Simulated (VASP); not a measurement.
Here is a VASP 6.6.1 calculation.

Contents of POSCAR:

```
TiSi
1.0
    3.8127853766      0.0000000000      0.0000000000
    0.0000000000      1.8165394101      2.0762868814
    0.0000000000     -1.8165394101      2.0762868814
Ti Si
1 1
Direct
    0.0000000000      0.0503224027      0.0503224027
    0.5000000000      0.5511775973      0.5511775973
```

File INCAR.step1:

```
SYSTEM = TiSi
  PREC = Accurate
  ENCUT = 520
  ISMEAR = 0
  SIGMA = 0.15
  LREAL = .False.
  LASPH = .True.
  NELM = 80
  NBANDS = 15
  GGA = PE
  ALGO = Normal
  EDIFF = 1E-4
  LWAVE = .True.
  LCHARG = .False.
```

INCAR.step2

```
SYSTEM = TiSi
  PREC = Accurate
  ENCUT = 520
  EDIFF = 1E-7
  ISMEAR = 0
  SIGMA = 0.15
  LREAL = .False.
  LASPH = .True.
  NELM = 80
  ALGO = Normal
  ISIF = 2
  LWAVE = .False.
  LCHARG = .True.
  METAGGA = R2SCAN
  LMIXTAU = .True.
  LELF = .True.
  LVHAR = .True.
  NBANDS = 15
  ISTART = 1
```

The input KPOINTS:

```
regular mesh
0
Gamma
  18 24 24
  0 0 0
```

Potentials or basis: VASP PAW PBE potentials, release 64 (Ti_sv, Si).

The run is started by

```bash
$ cat potpaw_PBE.64/Ti_sv/POTCAR potpaw_PBE.64/Si/POTCAR > POTCAR
$ cp INCAR.step1 INCAR
$ mpirun -np 1 vasp_std > vasp.out
$ cp INCAR.step2 INCAR
$ mpirun -np 1 vasp_std > vasp.out
```

Problem. Predict the largest force.

Solution. 0.005 eV/Å.

Problem. What does it give for the pressure?

Solution. 0.4 GPa.

Forces in eV/Å, atoms in the order of the input:
```
Ti   0.000  0.000  0.005
Si   0.000  0.000 -0.005
```

Caveat: the PAW data sets were made with another functional, which shifts forces and pressure a little.
